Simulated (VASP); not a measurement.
# KF (I4mm) in VASP: notebook

KF is run at these levels: r2SCAN; tasks: single point.

Everything below comes from runs of VASP 6.6.1. Logs are shortened: lines on timing, memory, paths and dates and some standing lists are left out, and cuts for length are marked.

### 1 The cell of the first run

Symmetry: I4mm, No. 107, tetragonal system. The conventional cell has a = 3.781 Å, b = 3.781 Å, c = 5.347 Å, α = 90.00°, β = 90.00°, γ = 90.00°. K (site symmetry 4mm) has 6 F at 2.57 to 2.77 Å within 3.4 Å. F (site symmetry 4mm) has 6 K at 2.57 to 2.77 Å within 3.4 Å.

### 2 Single point, r2SCAN (all K atoms moved -0.100 Å, as atom 1 along Cartesian [1 0 0])

File POSCAR:

```
KF
1.0
    0.0000000000      2.6735000000      2.6735000000
    2.6735000000      0.0000000000      2.6735000000
    2.6735000000      2.6735000000      0.0000000000
K F
1 1
Direct
    0.0187020759     -0.0187020759     -0.0187020759
    0.5000000000      0.5000000000      0.5000000000
```

File INCAR.step1:

```
SYSTEM = KF
  PREC = Accurate
  ENCUT = 520
  ISMEAR = 0
  SIGMA = 0.05
  LREAL = .FALSE.
  LASPH = .TRUE.
  NELM = 60
  NBANDS = 15
  GGA = PE
  ALGO = Normal
  EDIFF = 1E-4
  LWAVE = .TRUE.
  LCHARG = .FALSE.
```

File INCAR.step2:

```
SYSTEM = KF
  PREC = Accurate
  ENCUT = 520
  EDIFF = 1E-7
  ISMEAR = 0
  SIGMA = 0.05
  LREAL = .FALSE.
  LASPH = .TRUE.
  NELM = 60
  ALGO = Normal
  ISIF = 2
  LWAVE = .FALSE.
  LCHARG = .TRUE.
  METAGGA = R2SCAN
  LMIXTAU = .TRUE.
  LELF = .TRUE.
  LVHAR = .TRUE.
  NBANDS = 15
  ISTART = 1
```

File KPOINTS:

```
Automatic mesh
0
G
  8 8 8
  0 0 0
```

Potentials or basis: VASP PAW PBE potentials, release 64 (K_sv, F).

Launch:

```sh
> cat potpaw_PBE.64/K_sv/POTCAR potpaw_PBE.64/F/POTCAR > POTCAR
> cp INCAR.step1 INCAR
> mpirun -np 1 vasp_std > vasp.out
> cp INCAR.step2 INCAR
> mpirun -np 1 vasp_std > vasp.out
```

OUTCAR:

```text
SYSTEM = KF
   PREC = Accurate
   ENCUT = 520
   EDIFF = 1E-7
   ISMEAR = 0
   LREAL = .FALSE.
   LASPH = .TRUE.
   NELM = 60
   ISIF = 2
   METAGGA = R2SCAN
   ISTART = 1

 ion  position               nearest neighbor table
   1  0.019  0.981  0.981-   2 2.57   2 2.68   2 2.68   2 2.68   2 2.68   2 2.77
   2  0.500  0.500  0.500-   1 2.57   1 2.68   1 2.68   1 2.68   1 2.68   1 2.77

  LATTYP: Found a face centered cubic cell.
 ALAT       =     5.3470000000

  Lattice vectors:

 A1 = (   0.0000000000,   2.6735000000,   2.6735000000)
 A2 = (   2.6735000000,   0.0000000000,   2.6735000000)
 A3 = (   2.6735000000,   2.6735000000,   0.0000000000)

Analysis of symmetry for initial positions (statically):
=====================================================================
 Subroutine PRICEL returns:
 Original cell was already a primitive cell.

 Routine SETGRP: Setting up the symmetry group for a
 face centered cubic supercell.

 Subroutine GETGRP returns: Found  8 space group operations
 (whereof  8 operations were pure point group operations)
 out of a pool of 48 trial point group operations.

The static configuration has the point symmetry C_4v.

Analysis of symmetry for dynamics (positions and initial velocities):
=====================================================================
 Subroutine PRICEL returns:
 Original cell was already a primitive cell.

 Routine SETGRP: Setting up the symmetry group for a
 face centered cubic supercell.

 Subroutine GETGRP returns: Found  8 space group operations
 (whereof  8 operations were pure point group operations)
 out of a pool of 48 trial point group operations.

The dynamic configuration has the point symmetry C_4v.

 Subroutine INISYM returns: Found  8 space group operations
 (whereof  8 operations are pure point group operations),
 and found     1 'primitive' translations

----------------------------------------------------------------------------------------

                                     Primitive cell

  volume of cell :      38.2182

  direct lattice vectors                    reciprocal lattice vectors
     0.000000000  2.673500000  2.673500000    -0.187020759  0.187020759  0.187020759
     2.673500000  0.000000000  2.673500000     0.187020759 -0.187020759  0.187020759
     2.673500000  2.673500000  0.000000000     0.187020759  0.187020759 -0.187020759

  length of vectors
     3.780899959  3.780899959  3.780899959     0.323929457  0.323929457  0.323929457

  position of ions in fractional coordinates (direct lattice)
     0.018702076  0.981297924  0.981297924
     0.500000000  0.500000000  0.500000000

  ion indices of the primitive-cell ions
   primitive index   ion index
                 1           1
                 2           2

----------------------------------------------------------------------------------------

 KPOINTS: Automatic mesh

Automatic generation of k-mesh.
 Grid dimensions read from file:
 generate k-points for:    8    8    8

 Generating k-lattice:

  Cartesian coordinates                     Fractional coordinates (reciprocal lattice)
    -0.023377595  0.023377595  0.023377595     0.125000000  0.000000000  0.000000000
     0.023377595 -0.023377595  0.023377595     0.000000000  0.125000000  0.000000000
     0.023377595  0.023377595 -0.023377595     0.000000000  0.000000000  0.125000000

  Length of vectors
     0.040491182  0.040491182  0.040491182

  Shift w.r.t. Gamma in fractional coordinates (k-lattice)
     0.000000000  0.000000000  0.000000000

 Subroutine IBZKPT returns following result:
 ===========================================

 Found     59 irreducible k-points:

 Following reciprocal coordinates:
            Coordinates               Weight
  0.000000  0.000000  0.000000      1.000000
  0.125000  0.000000  0.000000      8.000000
  0.250000  0.000000  0.000000      8.000000
  0.375000  0.000000  0.000000      8.000000
  0.500000  0.000000  0.000000      4.000000
  0.125000  0.125000  0.000000      4.000000
[... 16 lines left out ...]
  0.000000  0.375000  0.250000      8.000000
  0.500000  0.250000  0.000000     16.000000
 [... further k-points ...]
   k-points           NKPTS =     59   k-points in BZ     NKDIM =     59   number of bands    NBANDS=     15
   number of dos      NEDOS =    301   number of ions     NIONS =      2
   total plane-waves  NPLWV =  21952
   dimension x,y,z NGX =    28 NGY =   28 NGZ =   28
   dimension x,y,z NGXF=    56 NGYF=   56 NGZF=   56
   ions per type =               1   1
   NGX,Y,Z   is equivalent  to a cutoff of  12.31, 12.31, 12.31 a.u.
   NGXF,Y,Z  is equivalent  to a cutoff of  24.62, 24.62, 24.62 a.u.
 SYSTEM =  KF
   PREC   = accura    normal or accurate (medium, high low for compatibility)
   ISTART =      1    job   : 0-new  1-cont  2-samecut
   ICHARG =      0    charge: 1-file 2-atom 10-const
   ISPIN  =      1    spin polarized calculation?
   LNONCOLLINEAR =      F non collinear calculations
   LSORBIT =      F    spin-orbit coupling
   LASPH  =      T    aspherical Exc in radial PAW
   ENCUT  =  520.0 eV  38.22 Ry    6.18 a.u.   7.03  7.03  7.03*2*pi/ulx,y,z
   NELM   =     60;   NELMIN=  2; NELMDL=  0     # of ELM steps
   EDIFF  = 0.1E-06   stopping-criterion for ELM
   LREAL  =      F    real-space projection
   EDIFFG = 0.1E-05   stopping-criterion for IOM
   NSW    =      0    number of steps for IOM
   IBRION =     -1    ionic relax: 0-MD 1-quasi-New 2-CG
   NFREE  =      0    steps in history (QN), initial steepest desc. (CG)
   ISIF   =      2    stress and relaxation
   ISYM   =      2    0-nonsym 1-usesym 2-fastsym
   POTIM  = 0.5000    time-step for ionic-motion
   TEBEG  =    0.0;   TEEND  =   0.0 temperature during run
   PSTRESS=    0.0 pullay stress
   NELECT =      16.0000    total number of electrons
   NUPDOWN=      -1.0000    fix difference up-down
   EMIN   =  10.00;   EMAX   =-10.00  energy-range for DOS
   EFERMI =   0.00;   METHOD = LEGACY
   ISMEAR =     0;   SIGMA  =   0.05  broadening in eV -4-tet -1-fermi 0-gaus
   EFERMI_NEDOS =   21; number of points for ismear=-14 and -15
   IALGO  =     38    algorithm
   IMIX   =      4    mixing-type and parameters
     AMIX     =   0.40;   BMIX     =  1.00
     AMIX_MAG =   1.60;   BMIX_MAG =  1.00
  volume/ion in A,a.u.               =      19.11       128.95
  Fermi-wavevector in a.u.,A,eV,Ry     =   1.224686  2.314320 20.406766  1.499855
  Thomas-Fermi vector in A             =   2.359751
   LORBIT       =      0    0 simple, 1 ext, 2 COOP (PROOUT), +10 PAW based schemes
   METAGGA = R2SCAN    functional components
   LHFCALC =     F    Hartree Fock is set to
   AEXX    =    0.0000 exact exchange contribution
   IVDW    =     0    specifies the selected vdW correction
   LEPSILON=     F    determine dielectric tensor
   LRPA    =     F    only Hartree local field effects (RPA)
 non-spin polarized calculation
 Gauss-broadening in eV      SIGMA  =   0.05
  energy-cutoff  :      520.00
  volume of cell :       38.22
 maximum number of plane-waves:      1056
   NGX = 13   NGY = 13   NGZ = 13

 number of electron      16.0000001 magnetization

 Free energy of the ion-electron system (eV)
  ---------------------------------------------------
  ext. energy  EPLUGINS =         0.00000000
  ---------------------------------------------------
  free energy    TOTEN  =       -14.96402213 eV

  energy without entropy =      -14.96402213  energy(sigma->0) =      -14.96402213

 E-fermi :  -3.1412     XC(G=0):  -8.8870

 val. band max:       -3.3588781674   @ k =   0.0000   0.0000   0.0000
 cond. band min:       3.4619731863   @ k =   0.0000   0.0000   0.0000
 fundamental gap:      6.8208513536
 Fermi energy:        -3.1412142398

 k-point     1 :       0.0000    0.0000    0.0000
  band No.  band energies     occupation
      1     -30.4781      2.00000
      2     -23.1460      2.00000
      3     -12.9647      2.00000
      4     -12.9643      2.00000
      5     -12.9643      2.00000
      6      -3.3632      2.00000
      7      -3.3632      2.00000
      8      -3.3589      2.00000
      9       3.4620      0.00000
     10       8.0980      0.00000
     11       8.1139      0.00000
     12       8.1139      0.00000
     13       9.9552      0.00000
     14       9.9848      0.00000
     15      13.8160      0.00000

 k-point     2 :       0.1250    0.0000    0.0000
  band No.  band energies     occupation
      1     -30.4644      2.00000
      2     -23.1594      2.00000
      3     -13.0058      2.00000
      4     -12.9697      2.00000
      5     -12.9693      2.00000
      6      -3.4953      2.00000
      7      -3.4126      2.00000
      8      -3.4070      2.00000
      9       3.8929      0.00000
     10       7.8009      0.00000
     11       8.3189      0.00000
     12       8.3259      0.00000
     13      10.1015      0.00000
     14      10.1319      0.00000
     15      14.6368      0.00000

 k-point     3 :       0.2500    0.0000    0.0000
  band No.  band energies     occupation
      1     -30.4312      2.00000
      2     -23.1899      2.00000
      3     -13.1020      2.00000
      4     -12.9831      2.00000
      5     -12.9826      2.00000
      6      -3.7761      2.00000
      7      -3.5296      2.00000
      8      -3.5243      2.00000
      9       4.9694      0.00000
     10       7.3863      0.00000
     11       8.8524      0.00000
     12       8.8565      0.00000
     13      10.5508      0.00000
     14      10.5814      0.00000
     15      15.9112      0.00000
[... 343 lines left out ...]
 k-point    23 :       0.0000    0.3750    0.2500
  band No.  band energies     occupation
      1     -30.3931      2.00000
      2     -23.1916      2.00000
      3     -13.2397      2.00000
      4     -13.1069      2.00000
      5     -13.0950      2.00000
      6      -3.8099      2.00000
      7      -3.4815      2.00000
      8      -3.4527      2.00000
      9       6.1298      0.00000
     10       6.2646      0.00000
     11       9.6156      0.00000
     12      10.1508      0.00000
     13      10.7854      0.00000
     14      11.0766      0.00000
     15      15.4522      0.00000

 k-point    24 :       0.5000    0.2500    0.0000
  band No.  band energies     occupation
      1     -30.3738      2.00000
      2     -23.2017      2.00000
      3     -13.3205      2.00000
      4     -13.1479      2.00000
      5     -13.0863      2.00000
      6      -3.7893      2.00000
      7      -3.6027      2.00000
      8      -3.5432      2.00000
      9       6.3366      0.00000
     10       7.2385      0.00000
     11       9.1712      0.00000
     12      10.3688      0.00000
     13      11.6779      0.00000
     14      12.0547      0.00000
     15      13.3819      0.00000

 [... further k-points ...]

------------------------ aborting loop because EDIFF is reached ----------------------------------------

  FORCE on cell =-STRESS in cart. coord.  units (eV):
  Direction    XX          YY          ZZ          XY          YZ          ZX
  --------------------------------------------------------------------------------------
  -------------------------------------------------------------------------------------
  Total       -0.0148450     -0.1492881     -0.1492881     -0.0000000      0.0000000      0.0000000
  in kB       -0.6223273     -6.2584270     -6.2584270     -0.0000000      0.0000000      0.0000000
  external PRESSURE =      -4.3797271 kB  Pullay stress =       0.0000000 kB

 VOLUME and BASIS-vectors are now :
 -----------------------------------------------------------------------------
  energy-cutoff  :      520.00
  volume of cell :       38.22
      direct lattice vectors                 reciprocal lattice vectors
     0.000000000  2.673500000  2.673500000    -0.187020759  0.187020759  0.187020759
     2.673500000  0.000000000  2.673500000     0.187020759 -0.187020759  0.187020759
     2.673500000  2.673500000  0.000000000     0.187020759  0.187020759 -0.187020759

 POSITION                                       TOTAL-FORCE (eV/Angst)
 -----------------------------------------------------------------------------------
      5.24700      2.67350      2.67350         0.176514      0.000000      0.000000
      2.67350      2.67350      2.67350        -0.176514      0.000000      0.000000
 -----------------------------------------------------------------------------------
    total drift:                                0.000394     -0.000000     -0.000000

  FREE ENERGIE OF THE ION-ELECTRON SYSTEM (eV)
  ---------------------------------------------------
  free  energy   TOTEN  =       -14.9640221265 eV

  energy  without entropy=      -14.9640221265  energy(sigma->0) =      -14.96402213
```

It took 1.9 min on 1 thread of Intel Xeon Platinum 8488C (Sapphire Rapids), shared host; peak memory 0.18 GiB.

What came out:

* Free energy: -14.9640 eV
* Pressure: -0.4 GPa
* Largest force: 0.177 eV/Å
* Band gap on the k mesh: 6.82 eV

Forces in eV/Å, atoms in the order of the input:
```
K    0.177  0.000  0.000
F   -0.177  0.000  0.000
```

Caveat: the cell differs from its parent crystal (all K atoms moved -0.100 Å, as atom 1 along Cartesian [1 0 0]); the PAW data sets were made with another functional, which shifts forces and pressure a little.

[end of part 1 of 2]
